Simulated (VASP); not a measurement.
# CdTe in VASP: further runs

Runs on CdTe. Level: PBE. Tasks: single point.

All numbers are computed with VASP 6.6.1; they aren't measurements. Logs are shortened: lines on timing, memory, paths and dates and some standing lists are left out, and cuts for length are marked.

**1. The cell of the first run**

The cell holds a slab with vacuum, 6 atoms: a = 4.679 Å, b = 4.679 Å, c = 23.596 Å, α = 90.00°, β = 90.00°, γ = 120.00°.

**2. Single point, PBE**

Contents of INCAR:

```
PREC     = Accurate       # precision mode
ENCUT    = 520            # plane-wave cutoff, eV
EDIFF    = 1E-6           # SCF threshold, eV
ISMEAR   = 0              # smearing method
SIGMA    = 0.05           # smearing width, eV
LREAL    = F              # projectors in reciprocal space
LASPH    = T              # aspherical terms in the spheres
NELM     = 60             # most SCF steps
ALGO     = Normal         # electronic algorithm
ISIF     = 2              # what is computed and relaxed
LWAVE    = F              # write WAVECAR
LCHARG   = F              # write CHGCAR
LDIPOL   = T            
IDIPOL   = 3            
DIPOL    = 0.5 0.5 0.500
GGA      = PE             # functional
NBANDS   = 36             # bands
```

Contents of KPOINTS:

```
regular mesh
0
Gamma
  9 9 1
```

Contents of POSCAR:

```
CdTe
1.0
    4.6791895905      0.0000000000      0.0000000000
   -2.3395947952      4.0522970545      0.0000000000
    0.0000000000      0.0000000000     23.5962201799
Te Cd
3 3
Direct
    0.0000000000      0.0000000000      0.3192417031
    0.3333333333      0.6666666667      0.4858641622
    0.6666666667      0.3333333333      0.6520596460
    0.3333333333      0.6666666667      0.3531270755
    0.6666666667      0.3333333333      0.5177469738
    0.0000000000      0.0000000000      0.6719604393
```

Potentials or basis: VASP PAW PBE potentials, release 64 (Te, Cd).

Command:

```bash
$ cat potpaw_PBE.64/Te/POTCAR potpaw_PBE.64/Cd/POTCAR > POTCAR
$ mpirun -np 1 vasp_std > vasp.out
```

OUTCAR:

```text
PREC = Accurate
   ENCUT = 520
   EDIFF = 1E-6
   ISMEAR = 0
   LREAL = F
   LASPH = T
   NELM = 60
   ISIF = 2
   GGA = PE

 ion  position               nearest neighbor table
   1  0.000  0.000  0.319-   4 2.82   4 2.82   4 2.82
   2  0.333  0.667  0.486-   5 2.80   5 2.80   5 2.80   4 3.13
   3  0.667  0.333  0.652-   6 2.74   6 2.74   6 2.74   5 3.17
   4  0.333  0.667  0.353-   1 2.82   1 2.82   1 2.82   2 3.13
   5  0.667  0.333  0.518-   2 2.80   2 2.80   2 2.80   3 3.17
   6  0.000  0.000  0.672-   3 2.74   3 2.74   3 2.74

  LATTYP: Found a hexagonal cell.
 ALAT       =     4.6791895905
 C/A-ratio  =     5.0428006225

  Lattice vectors:

 A1 = (   4.6791895905,   0.0000000000,   0.0000000000)
 A2 = (  -2.3395947952,   4.0522970545,   0.0000000000)
 A3 = (   0.0000000000,   0.0000000000,  23.5962201799)

Analysis of symmetry for initial positions (statically):
=====================================================================
 Subroutine PRICEL returns:
 Original cell was already a primitive cell.

 Routine SETGRP: Setting up the symmetry group for a
 hexagonal supercell.

 Subroutine GETGRP returns: Found  6 space group operations
 (whereof  6 operations were pure point group operations)
 out of a pool of 24 trial point group operations.

The static configuration has the point symmetry C_3v.

Analysis of symmetry for dynamics (positions and initial velocities):
=====================================================================
 Subroutine PRICEL returns:
 Original cell was already a primitive cell.

 Routine SETGRP: Setting up the symmetry group for a
 hexagonal supercell.

 Subroutine GETGRP returns: Found  6 space group operations
 (whereof  6 operations were pure point group operations)
 out of a pool of 24 trial point group operations.

The dynamic configuration has the point symmetry C_3v.

 Subroutine INISYM returns: Found  6 space group operations
 (whereof  6 operations are pure point group operations),
 and found     1 'primitive' translations

----------------------------------------------------------------------------------------

                                     Primitive cell

  volume of cell :     447.4189

  direct lattice vectors                    reciprocal lattice vectors
     4.679189591  0.000000000  0.000000000     0.213712221  0.123386808  0.000000000
    -2.339594795  4.052297055  0.000000000     0.000000000  0.246773617  0.000000000
     0.000000000  0.000000000 23.596220180     0.000000000  0.000000000  0.042379669

  length of vectors
     4.679189591  4.679189590 23.596220180     0.246773617  0.246773617  0.042379669

  position of ions in fractional coordinates (direct lattice)
     0.000000000  0.000000000  0.319241703
     0.333333333  0.666666667  0.485864162
     0.666666667  0.333333333  0.652059646
     0.333333333  0.666666667  0.353127075
     0.666666667  0.333333333  0.517746974
     0.000000000  0.000000000  0.671960439

  ion indices of the primitive-cell ions
   primitive index   ion index
                 1           1
                 2           2
                 3           3
                 4           4
                 5           5
                 6           6

----------------------------------------------------------------------------------------

 KPOINTS: regular mesh

Automatic generation of k-mesh.
 Grid dimensions read from file:
 generate k-points for:    9    9    1

 Generating k-lattice:

  Cartesian coordinates                     Fractional coordinates (reciprocal lattice)
     0.023745802  0.013709645  0.000000000     0.111111111  0.000000000  0.000000000
     0.000000000  0.027419291  0.000000000     0.000000000  0.111111111  0.000000000
     0.000000000  0.000000000  0.042379669     0.000000000  0.000000000  1.000000000

  Length of vectors
     0.027419291  0.027419291  0.042379669

  Shift w.r.t. Gamma in fractional coordinates (k-lattice)
     0.000000000  0.000000000  0.000000000

 Subroutine IBZKPT returns following result:
 ===========================================

 Found     12 irreducible k-points:

 Following reciprocal coordinates:
            Coordinates               Weight
  0.000000  0.000000  0.000000      1.000000
  0.111111  0.000000  0.000000      6.000000
  0.222222  0.000000  0.000000      6.000000
  0.333333  0.000000  0.000000      6.000000
  0.444444  0.000000  0.000000      6.000000
  0.111111  0.111111  0.000000      6.000000
  0.222222  0.111111  0.000000     12.000000
  0.333333  0.111111  0.000000     12.000000
  0.444444  0.111111  0.000000      6.000000
  0.222222  0.222222  0.000000      6.000000
  0.333333  0.222222  0.000000     12.000000
  0.333333  0.333333  0.000000      2.000000
   k-points           NKPTS =     12   k-points in BZ     NKDIM =     12   number of bands    NBANDS=     36
   number of dos      NEDOS =    301   number of ions     NIONS =      6
   total plane-waves  NPLWV = 233280
   dimension x,y,z NGX =    36 NGY =   36 NGZ =  180
   dimension x,y,z NGXF=    72 NGYF=   72 NGZF=  360
   ions per type =               3   3
   NGX,Y,Z   is equivalent  to a cutoff of  12.79, 12.79, 12.68 a.u.
   NGXF,Y,Z  is equivalent  to a cutoff of  25.58, 25.58, 25.36 a.u.
 SYSTEM =  unknown system
   PREC   = accura    normal or accurate (medium, high low for compatibility)
   ISTART =      0    job   : 0-new  1-cont  2-samecut
   ICHARG =      2    charge: 1-file 2-atom 10-const
   ISPIN  =      1    spin polarized calculation?
   LNONCOLLINEAR =      F non collinear calculations
   LSORBIT =      F    spin-orbit coupling
   LASPH  =      T    aspherical Exc in radial PAW
   ENCUT  =  520.0 eV  38.22 Ry    6.18 a.u.   8.70  8.70 43.87*2*pi/ulx,y,z
   NELM   =     60;   NELMIN=  2; NELMDL= -5     # of ELM steps
   EDIFF  = 0.1E-05   stopping-criterion for ELM
   LREAL  =      F    real-space projection
   EDIFFG = 0.1E-04   stopping-criterion for IOM
   NSW    =      0    number of steps for IOM
   IBRION =     -1    ionic relax: 0-MD 1-quasi-New 2-CG
   NFREE  =      0    steps in history (QN), initial steepest desc. (CG)
   ISIF   =      2    stress and relaxation
   ISYM   =      2    0-nonsym 1-usesym 2-fastsym
   POTIM  = 0.5000    time-step for ionic-motion
   TEBEG  =    0.0;   TEEND  =   0.0 temperature during run
   PSTRESS=    0.0 pullay stress
   NELECT =      54.0000    total number of electrons
   NUPDOWN=      -1.0000    fix difference up-down
   EMIN   =  10.00;   EMAX   =-10.00  energy-range for DOS
   EFERMI =   0.00;   METHOD = LEGACY
   ISMEAR =     0;   SIGMA  =   0.05  broadening in eV -4-tet -1-fermi 0-gaus
   EFERMI_NEDOS =   21; number of points for ismear=-14 and -15
   IALGO  =     38    algorithm
   IMIX   =      4    mixing-type and parameters
     AMIX     =   0.40;   BMIX     =  1.00
     AMIX_MAG =   1.60;   BMIX_MAG =  1.00
  volume/ion in A,a.u.               =      74.57       503.22
  Fermi-wavevector in a.u.,A,eV,Ry     =   0.809036  1.528857  8.905552  0.654540
  Thomas-Fermi vector in A             =   1.917953
   LORBIT       =      0    0 simple, 1 ext, 2 COOP (PROOUT), +10 PAW based schemes
   GGA     = PE    functional components
   LHFCALC =     F    Hartree Fock is set to
   AEXX    =    0.0000 exact exchange contribution
   IVDW    =     0    specifies the selected vdW correction
   LEPSILON=     F    determine dielectric tensor
   LRPA    =     F    only Hartree local field effects (RPA)
 non-spin polarized calculation
 Gauss-broadening in eV      SIGMA  =   0.05
  energy-cutoff  :      520.00
  volume of cell :      447.42
 maximum number of plane-waves:     12075
 NGX is ok and might be reduce to    36
   NGX = 17   NGY = 17   NGZ = 87

 dipolmoment           0.000000      0.000000      0.000004 electrons x Angstroem

 number of electron      54.0000003 magnetization

 dipolmoment           0.000000      0.000000     -0.316623 electrons x Angstroem

 Free energy of the ion-electron system (eV)
  ---------------------------------------------------
  ext. energy  EPLUGINS =         0.00000000
  ---------------------------------------------------
  free energy    TOTEN  =       -13.28306955 eV

  energy without entropy =      -13.27898085  energy(sigma->0) =      -13.28102520

 E-fermi :  -1.0737     XC(G=0):  -4.5243

 val. band max:       -1.0807692835   @ k =   0.1111   0.0000   0.0000
 cond. band min:      -0.9473593064   @ k =   0.0000   0.0000   0.0000
 fundamental gap:      0.1334099771
 Fermi energy:        -1.0736955953

 k-point     1 :       0.0000    0.0000    0.0000
  band No.  band energies     occupation
      1     -13.6693      2.00000
      2     -12.4205      2.00000
      3     -11.1970      2.00000
      4     -11.1215      2.00000
      5     -11.1215      2.00000
      6     -10.8333      2.00000
[... 28 lines left out ...]
     35       3.1597      0.00000
     36       3.1639      0.00000

 k-point     2 :       0.1111    0.0000    0.0000
  band No.  band energies     occupation
      1     -13.6350      2.00000
      2     -12.3910      2.00000
      3     -11.1687      2.00000
      4     -11.1063      2.00000
      5     -11.1059      2.00000
      6     -10.8402      2.00000
[... 28 lines left out ...]
     35       2.8915      0.00000
     36       3.2157      0.00000

 k-point     3 :       0.2222    0.0000    0.0000
  band No.  band energies     occupation
      1     -13.5477      2.00000
      2     -12.3170      2.00000
      3     -11.0980      2.00000
      4     -11.0672      2.00000
      5     -11.0584      2.00000
      6     -10.8557      2.00000
[... 28 lines left out ...]
     35       3.3224      0.00000
     36       3.5439      0.00000

 k-point     4 :       0.3333    0.0000    0.0000
  band No.  band energies     occupation
      1     -13.4489      2.00000
      2     -12.2343      2.00000
      3     -11.0221      2.00000
      4     -11.0199      2.00000
      5     -10.9934      2.00000
      6     -10.8695      2.00000
[... 28 lines left out ...]
     35       3.5846      0.00000
     36       4.0198      0.00000

 k-point     5 :       0.4444    0.0000    0.0000
  band No.  band energies     occupation
      1     -13.3853      2.00000
      2     -12.1817      2.00000
      3     -10.9927      2.00000
      4     -10.9707      2.00000
      5     -10.9514      2.00000
      6     -10.8730      2.00000
[... 187 lines left out ...]
 k-point    10 :       0.2222    0.2222    0.0000
  band No.  band energies     occupation
      1     -13.4062      2.00000
      2     -12.1992      2.00000
      3     -11.0140      2.00000
      4     -10.9869      2.00000
      5     -10.9600      2.00000
      6     -10.8735      2.00000
[... 28 lines left out ...]
     35       3.5459      0.00000
     36       3.6971      0.00000

 k-point    11 :       0.3333    0.2222    0.0000
  band No.  band energies     occupation
      1     -13.3581      2.00000
      2     -12.1598      2.00000
      3     -10.9843      2.00000
      4     -10.9503      2.00000
      5     -10.9415      2.00000
      6     -10.8754      2.00000
[... 28 lines left out ...]
     35       3.6894      0.00000
     36       4.0377      0.00000

 k-point    12 :       0.3333    0.3333    0.0000
  band No.  band energies     occupation
      1     -13.3418      2.00000
      2     -12.1466      2.00000
      3     -10.9697      2.00000
      4     -10.9420      2.00000
      5     -10.9380      2.00000
      6     -10.8749      2.00000
[... 28 lines left out ...]
     35       3.8582      0.00000
     36       4.3056      0.00000

------------------------ aborting loop because EDIFF is reached ----------------------------------------

 vacuum level on the upper side and lower side of the slab       (xc-potential included)        -1.660         1.296

  FORCE on cell =-STRESS in cart. coord.  units (eV):
  Direction    XX          YY          ZZ          XY          YZ          ZX
  --------------------------------------------------------------------------------------
  -------------------------------------------------------------------------------------
  Total        1.6355872      1.6355872      0.0498664      0.0000000      0.0000000      0.0000000
  in kB        5.8569285      5.8569285      0.1785682      0.0000000      0.0000000      0.0000000
  external PRESSURE =       3.9641417 kB  Pullay stress =       0.0000000 kB

 VOLUME and BASIS-vectors are now :
 -----------------------------------------------------------------------------
  energy-cutoff  :      520.00
  volume of cell :      447.42
      direct lattice vectors                 reciprocal lattice vectors
     4.679189591  0.000000000  0.000000000     0.213712221  0.123386808  0.000000000
    -2.339594795  4.052297055  0.000000000     0.000000000  0.246773617  0.000000000
     0.000000000  0.000000000 23.596220180     0.000000000  0.000000000  0.042379669

 POSITION                                       TOTAL-FORCE (eV/Angst)
 -----------------------------------------------------------------------------------
      0.00000      0.00000      7.53290        -0.000000     -0.000000     -0.004946
     -0.00000      2.70153     11.46456         0.000000     -0.000000     -0.028253
      2.33959      1.35077     15.38614         0.000000      0.000000     -0.010723
     -0.00000      2.70153      8.33246        -0.000000     -0.000000      0.008887
      2.33959      1.35077     12.21687         0.000000      0.000000      0.017175
      0.00000      0.00000     15.85573         0.000000      0.000000      0.017860
 -----------------------------------------------------------------------------------
    total drift:                                0.000000     -0.000000     -0.000906

  FREE ENERGIE OF THE ION-ELECTRON SYSTEM (eV)
  ---------------------------------------------------
  free  energy   TOTEN  =       -13.2830695470 eV

  energy  without entropy=      -13.2789808516  energy(sigma->0) =      -13.28102520

 vacuum level on the upper side and lower side of the slab         1.687         4.710
```

Wall time 3.4 min (1 thread of AMD EPYC 9R45 (Zen 5), shared host); peak memory 0.57 GiB.

Results:

```
Free energy            : -13.2831 eV
Largest force          : 0.028 eV/Å
Band gap on the k mesh : zero (band 27 reaches -0.95 eV, above the bottom of band 28 at -1.08 eV)
```

Forces in eV/Å, atoms in the order of the input:
```
Te   0.000  0.000 -0.005
Te   0.000  0.000 -0.028
Te   0.000  0.000 -0.011
Cd   0.000  0.000  0.009
Cd   0.000  0.000  0.017
Cd   0.000  0.000  0.018
```

Caveat: spin-orbit coupling is left out, which moves the levels of the heavy elements.

(Continued in part 2 of 2.)
